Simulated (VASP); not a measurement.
Write the native input for VASP 6.6.1 that does the following.

| Quantity | Value |
| --- | --- |
| Task | single point |
| Functional | B3LYP |
| Potentials or basis | VASP PAW PBE potentials, release 64 (Au) |
| Cutoff | 520 eV |
| k mesh | 6 × 6 × 6 |
| Occupations | fermi-dirac, width 0.05 eV |
| Spin | no spin polarisation |
| Dipole correction | no |
| Grid for exact exchange (PRECFOCK) | Normal |
| Further INCAR settings | ALGO = Normal; EDIFF = 1e-07; NBANDS = 12 |
| Share of exact exchange | 0.2 |

Crystal: Au.

```
Au
1.0
     0.00000    2.02134    2.02134
     2.02134    0.00000    2.02134
     2.02134    2.02134    0.00000
Au
1
Cartesian
  0.0000 0.0000 0.0000
```

The input as run:

POSCAR

```
Au
1.0
    0.0000000000      2.0213418704      2.0213418704
    2.0213418704      0.0000000000      2.0213418704
    2.0213418704      2.0213418704      0.0000000000
Au
1
Direct
    0.0000000000      0.0000000000      0.0000000000
```

INCAR.step1

```
SYSTEM = Au
  ALGO = Normal
  EDIFF = 1E-5
  ENCUT = 520
  GGA = PE
  ISIF = 2
  ISMEAR = -1
  LASPH = .TRUE.
  LCHARG = .FALSE.
  LREAL = .FALSE.
  LWAVE = .TRUE.
  NBANDS = 12
  NELM = 100
  PREC = Accurate
  SIGMA = 0.05
```

INCAR.step2

```
SYSTEM = Au
  AEXX = 0.2
  AGGAC = 0.81
  AGGAX = 0.72
  ALDAC = 0.19
  ALGO = Normal
  EDIFF = 1E-7
  ENCUT = 520
  GGA = B3
  ISIF = 2
  ISMEAR = -1
  ISTART = 1
  LASPH = .TRUE.
  LCHARG = .FALSE.
  LHFCALC = .TRUE.
  LREAL = .FALSE.
  LWAVE = .FALSE.
  NBANDS = 12
  NELM = 100
  PREC = Accurate
  PRECFOCK = Normal
  SIGMA = 0.05
```

KPOINTS

```
k-points
0
G
  6 6 6
  0 0 0
```

Potentials or basis: VASP PAW PBE potentials, release 64 (Au).

The run is started by

```sh
$ cat potpaw_PBE.64/Au/POTCAR > POTCAR
$ cp INCAR.step1 INCAR
$ mpirun -np 1 vasp_std > vasp.out
$ cp INCAR.step2 INCAR
$ mpirun -np 1 vasp_std > vasp.out
```

Results of the run:

The pressure is 24.6 GPa and the band gap on the k mesh is zero (an odd number of electrons rules out a gap without spin polarisation).

Caveat: the k points lie up to 0.45 Å⁻¹ apart, too coarse for converged energies and pressures of a metal; the PAW data sets were made with another functional, which shifts forces and pressure a little; spin-orbit coupling is left out, which moves the levels of the heavy elements.

Wall time 5.7 min on 1 thread of AMD EPYC 9R45 96-Core Processor (Zen 5), on a shared host, peak memory 0.12 GiB.
